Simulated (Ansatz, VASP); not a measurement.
## ScIn2Se2: VASP beside Ansatz

```
CELL_PARAMETERS angstrom
3.93364 0.00000 0.00000
-1.96682 3.40663 0.00000
0.00000 0.00000 9.87060
ATOMIC_POSITIONS crystal
Sc 0.00000 0.00000 0.00000
In 0.66667 0.33333 0.38443
In 0.33333 0.66667 0.61557
Se 0.66667 0.33333 0.84494
Se 0.33333 0.66667 0.15506
```

Change from the starting cell: species swapped into the TbAl2Si2 type (P-3m1, No. 164).

Alike in both runs: functional PBE; k mesh 4 × 4 × 2; occupations gaussian, width 0.2 eV; no spin polarisation.

Ansatz relaxed the structure, and its values are those at the end. VASP's run is a single point on that final structure, the one shown.

```csv
,VASP,Ansatz
version,VASP 6.6.1,Ansatz 0.2.0
potentials or method,"VASP PAW PBE potentials, release 64 (Sc_sv, In_d, Se), cutoff 520 eV","scalar-relativistic, plane waves, PAW"
valence electrons in the cell,49,69
```

|  | VASP | Ansatz | Ansatz less VASP |
| --- | --- | --- | --- |
| gap on the k mesh at the Fermi level (eV) | none | none | - |
| pressure (GPa) | -0.1 | -0.1 | -0.06 |
| rms of the force components (eV/Å) | 0.012 | 0.011 | -0.0016 |

A gap of «none» marks a metal or a gap that the smearing closes. VASP's potentials hold 49 valence electrons a cell and Ansatz's 69, so a difference there can come from the potentials and not from the codes.

The k mesh is coarse, so the values compare programs but aren't converged.
